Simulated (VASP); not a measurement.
Wanted: the native input for a VASP 6.6.1 run.

```yaml
Task: single point
Functional: PBEsol
Potentials_or_basis: VASP PAW PBE potentials, release 64 (Sc_sv, V_sv)
Cutoff: 520 eV
k_mesh: 9 × 9 × 4
Occupations: gaussian, width 0.1 eV
Spin: collinear spin, ferromagnetic start
Starting_moments: "[0.0, 2.0] μB"
Dipole_correction: no
Further_INCAR_settings: ALGO = Normal; EDIFF = 1e-07; NBANDS = 23
```

The structure of ScV lies in POSCAR:

```
ScV
1.0
    2.9045162597      0.0000000000      0.0000000000
   -1.4522581299      2.5153848666      0.0000000000
    0.0000000000      0.0000000000      4.8056030673
Sc V
1 1
Direct
    0.0000000000      0.0000000000      0.0000000000
    0.3333333300      0.6666666700      0.5000000000
```

This cell differs from its parent crystal: Nb replaced by V, lengths x 0.980, strained.

One way to write it, as run:

INCAR

```
SYSTEM = ScV
ALGO     = Normal         ! electronic algorithm
EDIFF    = 1E-7           ! SCF threshold, eV
ENCUT    = 520            ! plane-wave cutoff, eV
GGA      = PS             ! functional
ISIF     = 2              ! what is computed and relaxed
ISMEAR   = 0              ! smearing method
ISPIN    = 2              ! spin polarisation
LASPH    = .TRUE.         ! aspherical terms in the spheres
LCHARG   = .FALSE.        ! write CHGCAR
LMAXMIX  = 4              ! l up to which the mixer works
LORBIT   = 11             ! projections on sites
LREAL    = .FALSE.        ! projectors in reciprocal space
LWAVE    = .FALSE.        ! write WAVECAR
MAGMOM   = 0 2            ! initial moments
NBANDS   = 23             ! bands
NELM     = 150            ! most SCF steps
PREC     = Accurate       ! precision mode
SIGMA    = 0.1            ! smearing width, eV
```

KPOINTS

```
k-points
0
G
  9 9 4
  0 0 0
```

Potentials or basis: VASP PAW PBE potentials, release 64 (Sc_sv, V_sv).

The run is started by

```sh
$ cat potpaw_PBE.64/Sc_sv/POTCAR potpaw_PBE.64/V_sv/POTCAR > POTCAR
$ mpirun -np 1 vasp_std > vasp.out
```

It gave:

```yaml
Pressure: -1.4 GPa
Band_gap_on_the_k_mesh: zero (filled and empty bands overlap)
Net_moment: 0.00 μB per cell
Valence_electrons_inside_the_program's_atomic_spheres: Sc 9.70; V 11.40
```

Caveat: the cell differs from its parent crystal (Nb replaced by V, lengths x 0.980, strained); the PAW data sets were made with another functional, which shifts forces and pressure a little.

It took 63 s on 1 thread of Intel(R) Xeon(R) Platinum 8259CL CPU @ 2.50GHz (Skylake/Cascade Lake), on a shared host, peak memory 0.19 GiB.
